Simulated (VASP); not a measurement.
A run of VASP 6.6.1 is set up as follows.

Contents of POSCAR:

```
Na2S
1.0
    0.0000000000      3.3192767650      3.3192767650
    3.3192767650      0.0000000000      3.3192767650
    3.3192767650      3.3192767650      0.0000000000
Na S
2 1
Direct
    0.2500000000      0.2500000000      0.2500000000
    0.7500000000      0.7500000000      0.7500000000
    0.0000000000      0.0000000000      0.0000000000
```

File INCAR.step1:

```
ALGO = Normal
EDIFF = 1E-5
ENCUT = 550
GGA = PE
GGA_COMPAT = F
ISMEAR = 0
LASPH = T
LCHARG = F
LREAL = F
LWAVE = T
NBANDS = 17
NELM = 120
PREC = Accurate
SIGMA = 0.01
```

INCAR.step2

```
ALGO = Normal
EDIFF = 1E-6
ENCUT = 550
GGA_COMPAT = F
ISIF = 2
ISMEAR = 0
ISTART = 1
LASPH = T
LCHARG = F
LMIXTAU = T
LREAL = F
LWAVE = F
METAGGA = R2SCAN
NBANDS = 17
NELM = 120
PREC = Accurate
SIGMA = 0.01
```

File KPOINTS:

```
k-points
0
Gamma
  6 6 6
```

Potentials or basis: VASP PAW PBE potentials, release 64 (Na_pv, S).

Run with:

```console
$ cat potpaw_PBE.64/Na_pv/POTCAR potpaw_PBE.64/S/POTCAR > POTCAR
$ cp INCAR.step1 INCAR
$ mpirun -np 1 vasp_std > vasp.out
$ cp INCAR.step2 INCAR
$ mpirun -np 1 vasp_std > vasp.out
```

(1) Estimate the band gap on the k mesh.

(2) Estimate the pressure.

Results:

(1) 2.91 eV, direct.

(2) -1.7 GPa.

Caveat: the PAW data sets were made with another functional, which shifts forces and pressure a little.
